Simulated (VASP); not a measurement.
KCl, 2 atoms in the cell. Symmetry: Fm-3m, No. 225, cubic system. The conventional cell has a = 6.290 Å, b = 6.290 Å, c = 6.290 Å, α = 90.00°, β = 90.00°, γ = 90.00°. Within 4.1 Å of K (site symmetry m-3m) lie 6 Cl at 3.14 Å. Cl (site symmetry m-3m) has 6 K at 3.14 Å within 4.1 Å. 

```yaml
Program: VASP 6.6.1
Task: single point
Functional: PBE
Potentials_or_basis: VASP PAW PBE potentials, release 64 (K_sv, Cl)
Cutoff: 520 eV
k_mesh: 8 × 8 × 8
Occupations: gaussian, width 0.01 eV
Spin: no spin polarisation
Dipole_correction: no
Further_INCAR_settings: ALGO = Normal; EDIFF = 1e-06; NBANDS = 15
```

Potentials or basis: VASP PAW PBE potentials, release 64 (K_sv, Cl).

Command:

```bash
$ cat potpaw_PBE.64/K_sv/POTCAR potpaw_PBE.64/Cl/POTCAR > POTCAR
$ mpirun -np 1 vasp_std > vasp.out
```

Hardware: 1 thread of Intel(R) Xeon(R) 6975P-C (Granite Rapids) (shared host).

Q: Estimate the wall time of this run.

A: Run time: 11 s on 1 thread of Intel(R) Xeon(R) 6975P-C (Granite Rapids), on a shared host, peak memory 0.2 GiB. Counts: scf iterations 13, k points 29.
